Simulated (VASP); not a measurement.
# Zn (Fm-3m) in VASP: a series of runs

Runs on Zn. Level: PBEsol. Tasks: single point.

All numbers are computed with VASP 6.6.1; they aren't measurements. Logs are shortened: lines on timing, memory, paths and dates and some standing lists are left out, and cuts for length are marked.

## Step 1: The cell of the first run

Symmetry: Fm-3m, No. 225, cubic system. The conventional cell has a = 3.991 Å, b = 3.991 Å, c = 3.991 Å, α = 90.00°, β = 90.00°, γ = 90.00°. Zn (site symmetry m-3m) has 12 Zn at 2.82 Å within 3.7 Å.

## Step 2: Single point, PBEsol (volume scaled by 1.12)

INCAR

```
SYSTEM = Zn
PREC     = Accurate       ! precision mode
ENCUT    = 520            ! plane-wave cutoff, eV
EDIFF    = 1E-7           ! SCF threshold, eV
ISMEAR   = -1             ! smearing method
SIGMA    = 0.1            ! smearing width, eV
LREAL    = .False.        ! projectors in reciprocal space
LASPH    = .True.         ! aspherical terms in the spheres
NELM     = 60             ! most SCF steps
ALGO     = Normal         ! electronic algorithm
ISIF     = 2              ! what is computed and relaxed
LWAVE    = .False.        ! write WAVECAR
LCHARG   = .False.        ! write CHGCAR
GGA      = PS             ! functional
NBANDS   = 12             ! bands
```

KPOINTS

```
regular mesh
0
Gamma
  16 16 16
  0 0 0
```

POSCAR

```
Zn
1.0
    0.0000000000      1.9954951403      1.9954951403
    1.9954951403      0.0000000000      1.9954951403
    1.9954951403      1.9954951403      0.0000000000
Zn
1
Direct
    0.0000000000      0.0000000000      0.0000000000
```

Potentials or basis: VASP PAW PBE potentials, release 64 (Zn).

Run with:

```
$ cat potpaw_PBE.64/Zn/POTCAR > POTCAR
$ mpirun -np 1 vasp_std > vasp.out
```

OUTCAR:

```text
SYSTEM = Zn
   PREC = Accurate
   ENCUT = 520
   EDIFF = 1E-7
   ISMEAR = -1
   LREAL = .False.
   LASPH = .True.
   NELM = 60
   ISIF = 2
   GGA = PS

 ion  position               nearest neighbor table
   1  0.000  0.000  0.000-

  LATTYP: Found a face centered cubic cell.
 ALAT       =     3.9909902806

  Lattice vectors:

 A1 = (   0.0000000000,   1.9954951403,   1.9954951403)
 A2 = (   1.9954951403,   0.0000000000,   1.9954951403)
 A3 = (   1.9954951403,   1.9954951403,   0.0000000000)

Analysis of symmetry for initial positions (statically):
=====================================================================
 Subroutine PRICEL returns:
 Original cell was already a primitive cell.

 Routine SETGRP: Setting up the symmetry group for a
 face centered cubic supercell.

 Subroutine GETGRP returns: Found 48 space group operations
 (whereof 48 operations were pure point group operations)
 out of a pool of 48 trial point group operations.

The static configuration has the point symmetry O_h .

Analysis of symmetry for dynamics (positions and initial velocities):
=====================================================================
 Subroutine PRICEL returns:
 Original cell was already a primitive cell.

 Routine SETGRP: Setting up the symmetry group for a
 face centered cubic supercell.

 Subroutine GETGRP returns: Found 48 space group operations
 (whereof 48 operations were pure point group operations)
 out of a pool of 48 trial point group operations.

The dynamic configuration has the point symmetry O_h .

 Subroutine INISYM returns: Found 48 space group operations
 (whereof 48 operations are pure point group operations),
 and found     1 'primitive' translations

----------------------------------------------------------------------------------------

                                     Primitive cell

  volume of cell :      15.8921

  direct lattice vectors                    reciprocal lattice vectors
     0.000000000  1.995495140  1.995495140    -0.250564379  0.250564379  0.250564379
     1.995495140  0.000000000  1.995495140     0.250564379 -0.250564379  0.250564379
     1.995495140  1.995495140  0.000000000     0.250564379  0.250564379 -0.250564379

  length of vectors
     2.822056291  2.822056291  2.822056291     0.433990234  0.433990234  0.433990234

  position of ions in fractional coordinates (direct lattice)
     0.000000000  0.000000000  0.000000000

  ion indices of the primitive-cell ions
   primitive index   ion index
                 1           1

----------------------------------------------------------------------------------------

 KPOINTS: regular mesh

Automatic generation of k-mesh.
 Grid dimensions read from file:
 generate k-points for:   16   16   16

 Generating k-lattice:

  Cartesian coordinates                     Fractional coordinates (reciprocal lattice)
    -0.015660274  0.015660274  0.015660274     0.062500000  0.000000000  0.000000000
     0.015660274 -0.015660274  0.015660274     0.000000000  0.062500000  0.000000000
     0.015660274  0.015660274 -0.015660274     0.000000000  0.000000000  0.062500000

  Length of vectors
     0.027124390  0.027124390  0.027124390

  Shift w.r.t. Gamma in fractional coordinates (k-lattice)
     0.000000000  0.000000000  0.000000000

 Subroutine IBZKPT returns following result:
 ===========================================

 Found    145 irreducible k-points:

 Following reciprocal coordinates:
            Coordinates               Weight
  0.000000  0.000000  0.000000      1.000000
  0.062500  0.000000  0.000000      8.000000
  0.125000  0.000000  0.000000      8.000000
  0.187500  0.000000  0.000000      8.000000
  0.250000  0.000000  0.000000      8.000000
  0.312500  0.000000  0.000000      8.000000
[... 16 lines left out ...]
 -0.125000  0.062500  0.000000     24.000000
 -0.062500  0.062500  0.000000     12.000000
 [... further k-points ...]
   k-points           NKPTS =    145   k-points in BZ     NKDIM =    145   number of bands    NBANDS=     12
   number of dos      NEDOS =    301   number of ions     NIONS =      1
   total plane-waves  NPLWV =  13824
   dimension x,y,z NGX =    24 NGY =   24 NGZ =   24
   dimension x,y,z NGXF=    48 NGYF=   48 NGZF=   48
   ions per type =               1
   NGX,Y,Z   is equivalent  to a cutoff of  14.14, 14.14, 14.14 a.u.
   NGXF,Y,Z  is equivalent  to a cutoff of  28.28, 28.28, 28.28 a.u.
 SYSTEM =  Zn
   PREC   = accura    normal or accurate (medium, high low for compatibility)
   ISTART =      0    job   : 0-new  1-cont  2-samecut
   ICHARG =      2    charge: 1-file 2-atom 10-const
   ISPIN  =      1    spin polarized calculation?
   LNONCOLLINEAR =      F non collinear calculations
   LSORBIT =      F    spin-orbit coupling
   LASPH  =      T    aspherical Exc in radial PAW
   ENCUT  =  520.0 eV  38.22 Ry    6.18 a.u.   5.25  5.25  5.25*2*pi/ulx,y,z
   NELM   =     60;   NELMIN=  2; NELMDL= -5     # of ELM steps
   EDIFF  = 0.1E-06   stopping-criterion for ELM
   LREAL  =      F    real-space projection
   EDIFFG = 0.1E-05   stopping-criterion for IOM
   NSW    =      0    number of steps for IOM
   IBRION =     -1    ionic relax: 0-MD 1-quasi-New 2-CG
   NFREE  =      0    steps in history (QN), initial steepest desc. (CG)
   ISIF   =      2    stress and relaxation
   ISYM   =      2    0-nonsym 1-usesym 2-fastsym
   POTIM  = 0.5000    time-step for ionic-motion
   TEBEG  =    0.0;   TEEND  =   0.0 temperature during run
   PSTRESS=    0.0 pullay stress
   NELECT =      12.0000    total number of electrons
   NUPDOWN=      -1.0000    fix difference up-down
   EMIN   =  10.00;   EMAX   =-10.00  energy-range for DOS
   EFERMI =   0.00;   METHOD = LEGACY
   ISMEAR =    -1;   SIGMA  =   0.10  broadening in eV -4-tet -1-fermi 0-gaus
   EFERMI_NEDOS =   21; number of points for ismear=-14 and -15
   IALGO  =     38    algorithm
   IMIX   =      4    mixing-type and parameters
     AMIX     =   0.40;   BMIX     =  1.00
     AMIX_MAG =   1.60;   BMIX_MAG =  1.00
  volume/ion in A,a.u.               =      15.89       107.25
  Fermi-wavevector in a.u.,A,eV,Ry     =   1.490761  2.817129 30.237141  2.222367
  Thomas-Fermi vector in A             =   2.603502
   LORBIT       =      0    0 simple, 1 ext, 2 COOP (PROOUT), +10 PAW based schemes
   GGA     = PS    functional components
   LHFCALC =     F    Hartree Fock is set to
   AEXX    =    0.0000 exact exchange contribution
   IVDW    =     0    specifies the selected vdW correction
   LEPSILON=     F    determine dielectric tensor
   LRPA    =     F    only Hartree local field effects (RPA)
 non-spin polarized calculation
  energy-cutoff  :      520.00
  volume of cell :       15.89
 maximum number of plane-waves:       444
 NGX is ok and might be reduce to    24
   NGX = 11   NGY = 11   NGZ = 11

 number of electron      11.9999992 magnetization

 Free energy of the ion-electron system (eV)
  ---------------------------------------------------
  ext. energy  EPLUGINS =         0.00000000
  ---------------------------------------------------
  free energy    TOTEN  =        -1.51921296 eV

  energy without entropy =       -1.50573927  energy(sigma->0) =       -1.51247611

 E-fermi :   2.5858     XC(G=0): -11.4819

 val. band max:        2.5791106891   @ k =   0.4375   0.0000   0.0000
 cond. band min:       2.6544619947   @ k =  -0.3750   0.3125   0.0625
 fundamental gap:      0.0753513056
 Fermi energy:         2.5857634591

 k-point     1 :       0.0000    0.0000    0.0000
  band No.  band energies     occupation
      1      -7.4140      2.00000
      2      -4.8780      2.00000
      3      -4.8780      2.00000
      4      -4.8780      2.00000
      5      -4.5275      2.00000
      6      -4.5275      2.00000
      7      20.1918      0.00000
      8      20.1918      0.00000
      9      20.1918      0.00000
     10      21.1540      0.00000
     11      23.0420      0.00000
     12      23.0420      0.00000

 k-point     2 :       0.0625    0.0000    0.0000
  band No.  band energies     occupation
      1      -7.2998      2.00000
      2      -4.8867      2.00000
      3      -4.8655      2.00000
      4      -4.8655      2.00000
      5      -4.5311      2.00000
      6      -4.5311      2.00000
      7      18.2682      0.00000
      8      19.8372      0.00000
      9      19.8372      0.00000
     10      20.8693      0.00000
     11      23.5871      0.00000
     12      23.5871      0.00000

 k-point     3 :       0.1250    0.0000    0.0000
  band No.  band energies     occupation
      1      -6.9642      2.00000
      2      -4.9039      2.00000
      3      -4.8347      2.00000
      4      -4.8347      2.00000
      5      -4.5360      2.00000
      6      -4.5360      2.00000
      7      15.3147      0.00000
      8      19.1742      0.00000
      9      19.1742      0.00000
     10      20.7220      0.00000
     11      24.8018      0.00000
     12      24.8018      0.00000

 k-point     4 :       0.1875    0.0000    0.0000
  band No.  band energies     occupation
      1      -6.4405      2.00000
      2      -4.8902      2.00000
      3      -4.8065      2.00000
      4      -4.8065      2.00000
      5      -4.5244      2.00000
      6      -4.5244      2.00000
      7      12.4103      0.00000
      8      18.5440      0.00000
      9      18.5440      0.00000
     10      20.5395      0.00000
     11      25.1937      0.00000
     12      25.1938      0.00000

 k-point     5 :       0.2500    0.0000    0.0000
  band No.  band energies     occupation
      1      -5.8727      2.00000
      2      -4.8042      2.00000
      3      -4.8042      2.00000
      4      -4.6939      2.00000
      5      -4.4782      2.00000
      6      -4.4782      2.00000
      7       9.6570      0.00000
      8      18.0366      0.00000
      9      18.0366      0.00000
     10      20.3262      0.00000
     11      23.8262      0.00000
     12      23.8263      0.00000
[... 228 lines left out ...]
      1      -5.6653      2.00000
      2      -4.8279      2.00000
      3      -4.7916      2.00000
      4      -4.6537      2.00000
      5      -4.5078      2.00000
      6      -4.2356      2.00000
      7       8.8713      0.00000
      8      15.6586      0.00000
      9      19.1177      0.00000
     10      20.7526      0.00000
     11      22.4111      0.00000
     12      23.1790      0.00000

 k-point    22 :      -0.1875    0.0625    0.0000
  band No.  band energies     occupation
      1      -6.1520      2.00000
      2      -4.9110      2.00000
      3      -4.7849      2.00000
      4      -4.7771      2.00000
      5      -4.5633      2.00000
      6      -4.4346      2.00000
      7      11.5634      0.00000
      8      16.0387      0.00000
      9      19.7773      0.00000
     10      21.1953      0.00000
     11      23.4868      0.00000
     12      23.7944      0.00000

 k-point    23 :      -0.1250    0.0625    0.0000
  band No.  band energies     occupation
      1      -6.7102      2.00000
      2      -4.9294      2.00000
      3      -4.8127      2.00000
      4      -4.8017      2.00000
      5      -4.5704      2.00000
      6      -4.4972      2.00000
      7      14.4161      0.00000
      8      16.6124      0.00000
      9      20.3295      0.00000
     10      21.3224      0.00000
     11      23.9840      0.00000
     12      24.5208      0.00000

 k-point    24 :      -0.0625    0.0625    0.0000
  band No.  band energies     occupation
      1      -7.1116      2.00000
      2      -4.9057      2.00000
      3      -4.8484      2.00000
      4      -4.8379      2.00000
      5      -4.5513      2.00000
      6      -4.5191      2.00000
      7      17.3090      0.00000
      8      17.4164      0.00000
      9      20.4737      0.00000
     10      21.1279      0.00000
     11      23.2664      0.00000
     12      24.6207      0.00000

 [... further k-points ...]
[... 5 lines left out ...]
  --------------------------------------------------------------------------------------
  -------------------------------------------------------------------------------------
  Total       -0.7130124     -0.7130124     -0.7130124      0.0000000      0.0000000      0.0000000
  in kB      -71.8829126    -71.8829126    -71.8829126      0.0000000      0.0000000      0.0000000
  external PRESSURE =     -71.8829126 kB  Pullay stress =       0.0000000 kB

 VOLUME and BASIS-vectors are now :
 -----------------------------------------------------------------------------
  energy-cutoff  :      520.00
  volume of cell :       15.89
      direct lattice vectors                 reciprocal lattice vectors
     0.000000000  1.995495140  1.995495140    -0.250564379  0.250564379  0.250564379
     1.995495140  0.000000000  1.995495140     0.250564379 -0.250564379  0.250564379
     1.995495140  1.995495140  0.000000000     0.250564379  0.250564379 -0.250564379

 POSITION                                       TOTAL-FORCE (eV/Angst)
 -----------------------------------------------------------------------------------
      0.00000      0.00000      0.00000         0.000000      0.000000      0.000000
 -----------------------------------------------------------------------------------
    total drift:                               -0.000000      0.000000     -0.000000

  FREE ENERGIE OF THE ION-ELECTRON SYSTEM (eV)
  ---------------------------------------------------
  free  energy   TOTEN  =        -1.5192129591 eV

  energy  without entropy=       -1.5057392695  energy(sigma->0) =       -1.51247611
```

Run time: 14 s. Hardware: 1 thread of Intel Xeon Platinum 8488C (Sapphire Rapids), shared host; peak memory 0.15 GiB.

Results:

```yaml
Free_energy: -1.5192 eV
Pressure: -7.2 GPa
Band_gap_on_the_k_mesh: zero (band 6 reaches 4.80 eV, above the bottom of band 7 at 1.13 eV)
```

Levels at points of the mesh, in eV from the Fermi level:
```
           k point  band 3  band 4  band 5  band 6  band 7  band 8  band 9  band 10
(0.00, 0.00, 0.00)   -7.46   -7.46   -7.11   -7.11   17.61   17.61   17.61    18.57
(0.50, 0.00, 0.00)   -7.47   -6.85   -6.85   -2.71   -1.45   14.69   14.69    17.13
(0.50, 0.50, 0.00)   -6.86   -6.78   -6.78   -0.89    1.56    8.18    8.18    11.79
```

Caveat: the PAW data sets were made with another functional, which shifts forces and pressure a little.

[end of part 1 of 2]
